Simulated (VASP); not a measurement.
# InBSe2 (P-3m1) in VASP: further runs

The runs below take InBSe2 through single point, relaxation of cell and atoms, with PBE.

Everything below comes from runs of VASP 6.6.1. Logs are shortened: lines on timing, memory, paths and dates and some standing lists are left out, and cuts for length are marked.

**1. The cell of the first run**

Symmetry: P-3m1, No. 164, trigonal system. The conventional cell has a = 3.797 Å, b = 3.797 Å, c = 5.886 Å, α = 90.00°, β = 90.00°, γ = 120.00°. Within 3.5 Å of In (site symmetry -3m) lie 6 Se at 2.64 Å and 2 B at 2.94 Å. Within 3.5 Å of B (site symmetry -3m) lie 6 Se at 2.64 Å and 2 In at 2.94 Å. Within 3.5 Å of Se (site symmetry 3m) lie 3 In at 2.64 Å and 3 B at 2.64 Å.

**2. Single point, PBE**

File INCAR:

```
PREC = Accurate
ENCUT = 520
EDIFF = 1E-7
ISMEAR = 0
SIGMA = 0.1
LREAL = False
LASPH = True
NELM = 80
ALGO = Normal
ISIF = 2
LWAVE = False
LCHARG = True
GGA = PE
LELF = True
LVHAR = True
NBANDS = 22
```

File KPOINTS:

```
Automatic mesh
0
Gamma
  6 6 4
```

File POSCAR:

```
InBSe2
1.0
    3.7973236300      0.0000000000      0.0000000000
   -1.8986618100      3.2885787300      0.0000000000
    0.0000000000      0.0000000000      5.8858516300
In B Se
1 1 2
Direct
    0.0000000000      0.0000000000      0.5000000000
    0.0000000000      0.0000000000      0.0000000000
    0.3333333300      0.6666666700      0.2500000000
    0.6666666700      0.3333333300      0.7500000000
```

Potentials or basis: VASP PAW PBE potentials, release 64 (In_d, B, Se).

Started as:

```sh
$ cat potpaw_PBE.64/In_d/POTCAR potpaw_PBE.64/B/POTCAR potpaw_PBE.64/Se/POTCAR > POTCAR
$ mpirun -np 1 vasp_std > vasp.out
```

OUTCAR:

```text
PREC = Accurate
   ENCUT = 520
   EDIFF = 1E-7
   ISMEAR = 0
   LREAL = False
   LASPH = True
   NELM = 80
   ISIF = 2
   GGA = PE

 ion  position               nearest neighbor table
   1  0.000  0.000  0.500-   3 2.64   4 2.64   3 2.64   4 2.64   4 2.64   3 2.64   2 2.94   2 2.94

   2  0.000  0.000  0.000-   1 2.94   1 2.94
   3  0.333  0.667  0.250-   1 2.64   1 2.64   1 2.64
   4  0.667  0.333  0.750-   1 2.64   1 2.64   1 2.64

  LATTYP: Found a hexagonal cell.
 ALAT       =     3.7973236300
 C/A-ratio  =     1.5500000009

  Lattice vectors:

 A1 = (   3.7973236300,   0.0000000000,   0.0000000000)
 A2 = (  -1.8986618100,   3.2885787300,   0.0000000000)
 A3 = (   0.0000000000,   0.0000000000,   5.8858516300)

Analysis of symmetry for initial positions (statically):
=====================================================================
 Subroutine PRICEL returns:
 Original cell was already a primitive cell.

 Routine SETGRP: Setting up the symmetry group for a
 hexagonal supercell.

 Subroutine GETGRP returns: Found 12 space group operations
 (whereof 12 operations were pure point group operations)
 out of a pool of 24 trial point group operations.

The static configuration has the point symmetry D_3d.

Analysis of symmetry for dynamics (positions and initial velocities):
=====================================================================
 Subroutine PRICEL returns:
 Original cell was already a primitive cell.

 Routine SETGRP: Setting up the symmetry group for a
 hexagonal supercell.

 Subroutine GETGRP returns: Found 12 space group operations
 (whereof 12 operations were pure point group operations)
 out of a pool of 24 trial point group operations.

The dynamic configuration has the point symmetry D_3d.

 Subroutine INISYM returns: Found 12 space group operations
 (whereof 12 operations are pure point group operations),
 and found     1 'primitive' translations

----------------------------------------------------------------------------------------

                                     Primitive cell

  volume of cell :      73.5013

  direct lattice vectors                    reciprocal lattice vectors
     3.797323630  0.000000000  0.000000000     0.263343370  0.152041365  0.000000000
    -1.898661810  3.288578730  0.000000000     0.000000000  0.304082731  0.000000000
     0.000000000  0.000000000  5.885851630     0.000000000  0.000000000  0.169898948

  length of vectors
     3.797323630  3.797323628  5.885851630     0.304082730  0.304082731  0.169898948

  position of ions in fractional coordinates (direct lattice)
     0.000000000  0.000000000  0.500000000
     0.000000000  0.000000000  0.000000000
     0.333333330  0.666666670  0.250000000
     0.666666670  0.333333330  0.750000000

  ion indices of the primitive-cell ions
   primitive index   ion index
                 1           1
                 2           2
                 3           3
                 4           4

----------------------------------------------------------------------------------------

 KPOINTS: Automatic mesh

Automatic generation of k-mesh.
 Grid dimensions read from file:
 generate k-points for:    6    6    4

 Generating k-lattice:

  Cartesian coordinates                     Fractional coordinates (reciprocal lattice)
     0.043890562  0.025340227  0.000000000     0.166666667 -0.000000000  0.000000000
     0.000000000  0.050680455  0.000000000     0.000000000  0.166666667  0.000000000
     0.000000000  0.000000000  0.042474737     0.000000000  0.000000000  0.250000000

  Length of vectors
     0.050680455  0.050680455  0.042474737

  Shift w.r.t. Gamma in fractional coordinates (k-lattice)
     0.000000000  0.000000000  0.000000000

 Subroutine IBZKPT returns following result:
 ===========================================

 Found     24 irreducible k-points:

 Following reciprocal coordinates:
            Coordinates               Weight
  0.000000  0.000000  0.000000      1.000000
  0.166667  0.000000  0.000000      6.000000
  0.333333  0.000000  0.000000      6.000000
  0.500000  0.000000  0.000000      3.000000
  0.166667  0.166667  0.000000      6.000000
  0.333333  0.166667  0.000000     12.000000
[... 16 lines left out ...]
  0.333333  0.166667  0.500000     12.000000
  0.333333  0.333333  0.500000      2.000000
   k-points           NKPTS =     24   k-points in BZ     NKDIM =     24   number of bands    NBANDS=     22
   number of dos      NEDOS =    301   number of ions     NIONS =      4
   total plane-waves  NPLWV =  37632
   dimension x,y,z NGX =    28 NGY =   28 NGZ =   48
   dimension x,y,z NGXF=    56 NGYF=   56 NGZF=   96
   ions per type =               1   1   2
   NGX,Y,Z   is equivalent  to a cutoff of  12.26, 12.26, 13.56 a.u.
   NGXF,Y,Z  is equivalent  to a cutoff of  24.52, 24.52, 27.12 a.u.
 SYSTEM =  unknown system
   PREC   = accura    normal or accurate (medium, high low for compatibility)
[... 39 lines left out ...]
 non-spin polarized calculation
 Gauss-broadening in eV      SIGMA  =   0.10
  energy-cutoff  :      520.00
  volume of cell :       73.50
 maximum number of plane-waves:      1994
   NGX = 15   NGY = 15   NGZ = 21

 number of electron      28.0000007 magnetization

 Free energy of the ion-electron system (eV)
  ---------------------------------------------------
  ext. energy  EPLUGINS =         0.00000000
  ---------------------------------------------------
  free energy    TOTEN  =       -13.46157108 eV

  energy without entropy =      -13.45929322  energy(sigma->0) =      -13.46043215

 E-fermi :   6.9618     XC(G=0): -10.5181

 val. band max:        6.9524036157   @ k =   0.0000   0.0000   0.2500
 cond. band min:       7.0366088967   @ k =   0.1667   0.0000   0.2500
 fundamental gap:      0.0842052810
 Fermi energy:         6.9617758869

 k-point     1 :       0.0000    0.0000    0.0000
  band No.  band energies     occupation
      1      -8.7929      2.00000
      2      -8.5278      2.00000
      3      -8.5278      2.00000
      4      -8.4485      2.00000
      5      -8.3547      2.00000
      6      -8.3547      2.00000
[... 14 lines left out ...]
     21      12.2993      0.00000
     22      13.8310      0.00000

 k-point     2 :       0.1667    0.0000    0.0000
  band No.  band energies     occupation
      1      -8.7431      2.00000
      2      -8.5083      2.00000
      3      -8.5006      2.00000
      4      -8.4147      2.00000
      5      -8.3748      2.00000
      6      -8.3457      2.00000
[... 14 lines left out ...]
     21      12.7089      0.00000
     22      13.9404      0.00000

 k-point     3 :       0.3333    0.0000    0.0000
  band No.  band energies     occupation
      1      -9.0199      2.00000
      2      -8.4886      2.00000
      3      -8.4262      2.00000
      4      -8.3664      2.00000
      5      -8.3064      2.00000
      6      -7.7293      2.00000
[... 14 lines left out ...]
     21      13.4878      0.00000
     22      14.1891      0.00000

 k-point     4 :       0.5000    0.0000    0.0000
  band No.  band energies     occupation
      1      -9.1302      2.00000
      2      -8.4869      2.00000
      3      -8.4362      2.00000
      4      -8.3459      2.00000
      5      -8.2777      2.00000
      6      -7.1421      2.00000
[... 14 lines left out ...]
     21      14.3775      0.00000
     22      14.4358      0.00000

 k-point     5 :       0.1667    0.1667    0.0000
  band No.  band energies     occupation
      1      -8.8971      2.00000
      2      -8.6156      2.00000
      3      -8.4028      2.00000
      4      -8.3889      2.00000
      5      -8.3269      2.00000
      6      -7.8798      2.00000
[... 417 lines left out ...]
 k-point    22 :       0.1667    0.1667    0.5000
  band No.  band energies     occupation
      1      -8.9536      2.00000
      2      -8.5878      2.00000
      3      -8.3966      2.00000
      4      -8.3910      2.00000
      5      -8.3223      2.00000
      6      -7.4830      2.00000
[... 14 lines left out ...]
     21      13.5510      0.00000
     22      13.6897      0.00000

 k-point    23 :       0.3333    0.1667    0.5000
  band No.  band energies     occupation
      1      -9.0685      2.00000
      2      -8.6452      2.00000
      3      -8.4085      2.00000
      4      -8.3515      2.00000
      5      -8.3075      2.00000
      6      -6.7822      2.00000
[... 14 lines left out ...]
     21      14.1646      0.00000
     22      14.2163      0.00000

 k-point    24 :       0.3333    0.3333    0.5000
  band No.  band energies     occupation
      1      -8.9031      2.00000
      2      -8.9031      2.00000
      3      -8.3544      2.00000
      4      -8.3544      2.00000
      5      -8.3494      2.00000
      6      -6.1709      2.00000
[... 14 lines left out ...]
     21      14.1586      0.00000
     22      14.9476      0.00000

------------------------ aborting loop because EDIFF is reached ----------------------------------------

  FORCE on cell =-STRESS in cart. coord.  units (eV):
  Direction    XX          YY          ZZ          XY          YZ          ZX
  --------------------------------------------------------------------------------------
  -------------------------------------------------------------------------------------
  Total        5.1710778      5.1710778      7.7614263      0.0000000     -0.0000000     -0.0000000
  in kB      112.7188345    112.7188345    169.1830901      0.0000002     -0.0000000     -0.0000000
  external PRESSURE =     131.5402530 kB  Pullay stress =       0.0000000 kB

 VOLUME and BASIS-vectors are now :
 -----------------------------------------------------------------------------
  energy-cutoff  :      520.00
  volume of cell :       73.50
      direct lattice vectors                 reciprocal lattice vectors
     3.797323630  0.000000000  0.000000000     0.263343370  0.152041365  0.000000000
    -1.898661810  3.288578730  0.000000000     0.000000000  0.304082731  0.000000000
     0.000000000  0.000000000  5.885851630     0.000000000  0.000000000  0.169898948

 POSITION                                       TOTAL-FORCE (eV/Angst)
 -----------------------------------------------------------------------------------
      0.00000      0.00000      2.94293         0.000000      0.000000     -0.000000
      0.00000      0.00000      0.00000         0.000000      0.000000     -0.000000
     -0.00000      2.19239      1.47146         0.000000     -0.000000     -1.872540
      1.89866      1.09619      4.41439        -0.000000      0.000000      1.872540
 -----------------------------------------------------------------------------------
    total drift:                               -0.000000      0.000000      0.000000

  FREE ENERGIE OF THE ION-ELECTRON SYSTEM (eV)
  ---------------------------------------------------
  free  energy   TOTEN  =       -13.4615710850 eV

  energy  without entropy=      -13.4592932237  energy(sigma->0) =      -13.46043215
```

Run time: 38 s. Hardware: 1 thread of Intel Xeon Platinum 8259CL at 2.50GHz (Skylake/Cascade Lake), shared host; peak memory 0.2 GiB.

What came out:

| Quantity | Value |
| --- | --- |
| Free energy | -13.4616 eV |
| Pressure | 13.2 GPa |
| Largest force | 1.873 eV/Å |
| Band gap on the k mesh | zero (band 14 reaches 7.04 eV, above the bottom of band 15 at 6.67 eV) |

Forces in eV/Å, atoms in the order of the input:
```
In   0.000  0.000  0.000
B    0.000  0.000  0.000
Se   0.000  0.000 -1.873
Se   0.000  0.000  1.873
```

Stress tensor (GPa, compression positive):
```
11.27  0.00  0.00
 0.00 11.27  0.00
 0.00  0.00 16.92
```

Caveat: spin-orbit coupling is left out, which moves the levels of the heavy elements; forces of over 1 eV/Å act on the atoms, so gaps and moduli don't describe the material at rest.

**3. Single point, PBE**

This run uses another cell than the first one, of 19.54 Å³/atom, 1.063 times its volume.

File INCAR:

```
SYSTEM = InBSe2
PREC = Accurate ; ENCUT = 520
EDIFF = 1E-6 ; ISMEAR = 0
SIGMA = 0.1 ; LREAL = .FALSE.
LASPH = .TRUE. ; NELM = 60
ALGO = Normal ; ISIF = 2
LWAVE = .FALSE. ; LCHARG = .FALSE.
GGA = PE ; NBANDS = 22
```

File KPOINTS:

```
Automatic mesh
0
G
  6 6 4
  0 0 0
```

File POSCAR:

```
InBSe2
1.0
    3.2646118289     -0.0000000025      0.0000000000
   -1.6323059123      2.8272367786      0.0000000000
    0.0000000000      0.0000000000      8.4684450600
In B Se
1 1 2
Direct
    0.0000000000      0.0000000000      0.5000000000
    0.0000000000      0.0000000000      0.0000000000
    0.3333333333      0.6666666667      0.1555917290
    0.6666666667      0.3333333333      0.8444082710
```

Potentials or basis: VASP PAW PBE potentials, release 64 (In_d, B, Se).

Started as:

```sh
$ cat potpaw_PBE.64/In_d/POTCAR potpaw_PBE.64/B/POTCAR potpaw_PBE.64/Se/POTCAR > POTCAR
$ mpirun -np 1 vasp_std > vasp.out
```

Wall time 33 s (1 thread of Intel Xeon Platinum 8259CL at 2.50GHz (Skylake/Cascade Lake), shared host); peak memory 0.2 GiB.

It converged, with:

```
Free energy            : -14.9298 eV
Pressure               : 0.1 GPa
Largest force          : 0.007 eV/Å
Band gap on the k mesh : zero (band 14 reaches 6.40 eV, above the bottom of band 15 at 5.58 eV)
```

Forces on the atoms (eV/Å):
```
In   0.000  0.000  0.000
B    0.000  0.000  0.000
Se   0.000  0.000  0.007
Se   0.000  0.000 -0.007
```

Stress tensor (GPa, compression positive):
```
0.03 0.00 0.00
0.00 0.03 0.00
0.00 0.00 0.24
```

Levels at points of the mesh, in eV from the Fermi level:
```csv
k point,band 11,band 12,band 13,band 14,band 15,band 16,band 17,band 18
"(0.00, 0.00, 0.00)",-0.73,-0.73,0.27,0.27,2.54,3.54,3.91,3.91
"(0.50, 0.00, 0.00)",-3.55,-3.42,-1.18,-0.76,-0.33,0.45,2.05,4.06
"(0.00, 0.00, 0.50)",-0.73,-0.73,0.27,0.27,0.56,3.78,3.91,3.91
"(0.50, 0.00, 0.50)",-3.41,-2.75,-2.65,-1.47,-0.37,0.83,3.34,3.95
```

Caveat: the k points lie up to 0.37 Å⁻¹ apart; spin-orbit coupling is left out, which moves the levels of the heavy elements.

**4. Relaxation of cell and atoms, PBE**

File INCAR:

```
PREC = Accurate ; ENCUT = 600
EDIFF = 1E-7 ; ISMEAR = 0
SIGMA = 0.1 ; LREAL = False
LASPH = True ; NELM = 80
ALGO = Normal ; ISIF = 3
LWAVE = False ; LCHARG = False
GGA = PE ; IBRION = 2
NSW = 90 ; EDIFFG = -0.04
```

File KPOINTS:

```
regular mesh
0
Gamma
  6 6 4
```

File POSCAR:

```
InBSe2
1.0
    3.7973236300      0.0000000000      0.0000000000
   -1.8986618100      3.2885787300      0.0000000000
    0.0000000000      0.0000000000      5.8858516300
In B Se
1 1 2
Direct
    0.0000000000      0.0000000000      0.5000000000
    0.0000000000      0.0000000000      0.0000000000
    0.3333333300      0.6666666700      0.2500000000
    0.6666666700      0.3333333300      0.7500000000
```

Started as:

```sh
$ cat potpaw_PBE.64/In_d/POTCAR potpaw_PBE.64/B/POTCAR potpaw_PBE.64/Se/POTCAR > POTCAR
$ mpirun -np 1 vasp_std > vasp.out
```

It took 15 min on 1 thread of Intel Xeon Platinum 8259CL at 2.50GHz (Skylake/Cascade Lake), shared host; peak memory 0.24 GiB.

The run converged. Its results:

```
Free energy                            : -14.9216 eV
Relaxed volume                         : 19.55 Å³/atom
Relaxed cell                           : a = 3.265 Å, b = 3.265 Å, c = 8.467 Å, α = 90.00°, β = 90.00°, γ = 120.00°
Space group after relaxing (to 0.05 Å) : P-3m1 (No. 164)
Energy gained by relaxing              : 365.0 meV/atom
Ionic steps                            : 24
Pressure after relaxing                : 0.0 GPa
Band gap on the k mesh                 : zero (band 14 reaches 6.40 eV, above the bottom of band 15 at 5.57 eV)
```

The path:
| step | energy change (eV) | largest force (eV/Å) | pressure (GPa) | volume (Å³) |
| --- | --- | --- | --- | --- |
| 1 | 0.0000 | 1.8727 | 13.17 | 73.50 |
| 2 | -0.4592 | 0.1132 | -4.64 | 90.74 |
| 3 | -0.5406 | 0.4587 | -1.05 | 85.10 |
| 4 | -0.5852 | 0.4328 | -0.86 | 84.07 |
| 5 | -0.7391 | 0.6781 | -0.74 | 80.92 |
| 6 | -1.0014 | 1.0787 | 1.77 | 74.32 |
| 7 | -0.1447 | 2.1065 | 30.26 | 60.31 |
| 8 | -1.0707 | 0.8668 | 3.10 | 72.58 |
| 9 | -1.0695 | 0.8374 | 3.99 | 71.71 |
| 10 | -1.0976 | 0.7350 | 3.78 | 71.84 |
| 11 | -1.1536 | 0.2991 | 3.65 | 72.22 |
| 12 | -1.1612 | 0.8226 | 5.82 | 72.84 |
| 13 | -1.1749 | 0.2365 | 4.59 | 72.57 |
| 14 | -1.2267 | 0.1574 | 2.56 | 74.54 |
| 15 | -1.2789 | 0.0181 | -1.34 | 79.31 |
| 16 | -1.2795 | 0.0240 | -1.69 | 79.86 |
| 17 | -1.3236 | 0.0349 | -2.31 | 80.70 |
| 18 | -1.4002 | 0.0903 | -3.39 | 83.01 |
| 19 | -1.4513 | 0.0787 | -0.35 | 79.55 |
| 20 | -1.4518 | 0.0637 | -0.64 | 79.83 |
| 21 | -1.4553 | 0.1251 | -0.36 | 79.36 |
| 22 | -1.4567 | 0.1933 | -0.01 | 78.83 |
| 23 | -1.4593 | 0.0787 | 0.00 | 78.45 |
| 24 | -1.4598 | 0.0004 | 0.01 | 78.18 |

Final structure:
```xyz
4
Lattice="3.2654 0.0000 0.0000 -1.6327 2.8279 0.0000 0.0000 0.0000 8.4669" Properties=species:S:1:pos:R:3 pbc="T T T"
In    3.2654    0.0000    4.2334
B     3.2654    0.0000    0.0000
Se    0.0000    1.8853    1.3180
Se    1.6327    0.9426    7.1489
```

Levels at points of the mesh, in eV from the Fermi level:
```tsv
k point	band 11	band 12	band 13	band 14	band 15	band 16	band 17	band 18
(0.00, 0.00, 0.00)	-0.73	-0.73	0.27	0.27	2.55	3.53	3.91	3.91
(0.50, 0.00, 0.00)	-3.55	-3.41	-1.18	-0.76	-0.33	0.45	2.05	4.07
(0.00, 0.00, 0.50)	-0.73	-0.73	0.27	0.27	0.56	3.78	3.91	3.91
(0.50, 0.00, 0.50)	-3.41	-2.75	-2.65	-1.47	-0.37	0.83	3.34	3.95
```

Caveat: spin-orbit coupling is left out, which moves the levels of the heavy elements.

**5. Summary**

| task | cell | cutoff (eV) | gap on the mesh (eV) | pressure (GPa) | largest force (eV/Å) |
| --- | --- | --- | --- | --- | --- |
| single point | a = 3.797, b = 3.797, c = 5.886 Å, angles 90.0, 90.0, 120.0°, 4 atoms | 520 | none | 13.2 | 1.87 |
| single point | a = 3.265, b = 3.265, c = 8.468 Å, angles 90.0, 90.0, 120.0°, 4 atoms | 520 | none | 0.1 | 0.01 |
| relaxation of cell and atoms | relaxed from a = 3.797, b = 3.797, c = 5.886 Å, angles 90.0, 90.0, 120.0°, 4 atoms | 600 | none | 0.0 | - |

Alike in all rows: level PBE; potentials or basis VASP PAW PBE potentials, release 64 (In_d, B, Se); no spin polarisation; k mesh 6 × 6 × 4; smearing gaussian 0.1 eV.

Caveats: some runs use coarse meshes; spin-orbit coupling is left out, which moves the levels of the heavy elements; forces of over 1 eV/Å act on the atoms, so gaps and moduli don't describe the material at rest (some runs).

Absolute energies hang on the potentials; compare differences alone.
